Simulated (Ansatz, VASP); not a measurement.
**Au: VASP beside Ansatz**

```
CELL_PARAMETERS angstrom
0.00000 2.06152 2.06152
2.06152 0.00000 2.06152
2.06152 2.06152 0.00000
ATOMIC_POSITIONS crystal
Au 0.00000 0.00000 0.00000
```

Alike in both runs: task single point; functional r2SCAN; k mesh 13 × 13 × 13; occupations gaussian, width 0.03 eV; no spin polarisation.

|  | VASP | Ansatz |
| --- | --- | --- |
| version | VASP 6.6.1 | Ansatz 0.2.0 |
| potentials or method | VASP PAW PBE potentials, release 64 (Au), cutoff 520 eV | plane waves (500 eV) with PAW, scalar-relativistic |
| valence electrons in the cell | 11 | 19 |

|  | VASP | Ansatz | Ansatz less VASP |
| --- | --- | --- | --- |
| pressure (GPa) | 0.1 | -0.2 | -0.26 |

VASP's potentials were made for PBE, not for r2SCAN. VASP's potentials hold 11 valence electrons a cell and Ansatz's 19, so a difference there can come from the potentials and not from the codes.

Neither program's run includes spin-orbit coupling.
